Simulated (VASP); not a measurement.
**BaTiO3: single point with r2SCAN+U**

Crystal: BaTiO3.

```
CELL_PARAMETERS angstrom
2.97874 1.71978 2.37902
-2.97874 1.71978 2.37902
0.00000 -3.43956 2.37902
ATOMIC_POSITIONS crystal
Ba 0.99997 0.99997 0.99997
Ti 0.50770 0.50770 0.50770
O 0.49225 0.49225 0.98652
O 0.49225 0.98652 0.49225
O 0.98652 0.49225 0.49225
```

This cell differs from its parent crystal: strain +0.050 along x and y, +0.025 along z.

```yaml
Program: VASP 6.6.1
Task: single point
Functional: r2SCAN
Potentials_or_basis: VASP PAW PBE potentials, release 64 (Ba_sv, Ti_sv, O)
Cutoff: 520 eV
k_mesh: 6 × 6 × 6
Occupations: gaussian, width 0.05 eV
Spin: no spin polarisation
Hubbard_terms: Ti d U = 4.0 eV
Dipole_correction: no
Further_INCAR_settings: ALGO = Normal; EDIFF = 1e-07; NBANDS = 28
```

```
Pressure               : -14.1 GPa
Largest force          : 0.283 eV/Å
Band gap on the k mesh : 2.48 eV (least direct gap 2.82 eV)
```

Forces in eV/Å, atoms in the order of the input:
```
Ba   0.000  0.000  0.040
Ti   0.000  0.000  0.256
O    0.000  0.265 -0.099
O    0.230 -0.133 -0.099
O   -0.230 -0.133 -0.099
```

Stress tensor (GPa, compression positive):
```
-15.81   0.00   0.00
  0.00 -15.81   0.00
  0.00   0.00 -10.54
```

Levels at points of the mesh, in eV from the valence-band top:
```csv
k point,band 18,band 19,band 20,band 21,band 22,band 23
"(0.00, 0.00, 0.00)",-0.44,-0.44,-0.34,2.48,2.52,2.52
"(0.50, 0.00, 0.00)",-1.52,-0.91,-0.80,2.62,3.55,3.70
"(0.50, 0.50, 0.00)",-0.97,-0.95,-0.09,3.72,3.77,4.11
"(0.50, 0.50, 0.50)",-0.04,-0.04,0.00,4.19,4.30,4.30
```

Eigenvalues of the final occupation matrices:
```tsv
site	spin	trace	eigenvalues
site 2 d	1	0.71	0.09 0.09 0.09 0.21 0.21
site 2 d	2	0.71	0.09 0.09 0.09 0.21 0.21
```

Wall time 3.2 min on 1 thread of Intel(R) Xeon(R) Platinum 8259CL CPU @ 2.50GHz (Skylake/Cascade Lake), on a shared host, peak memory 0.23 GiB.

Caveat: the cell differs from its parent crystal (strain +0.050 along x and y, +0.025 along z); the stress differs along the axes, from -16 to -11 GPa; the PAW data sets were made with another functional, which shifts forces and pressure a little; spin-orbit coupling is left out, which moves the levels of the heavy elements. A k mesh can miss the band edges.
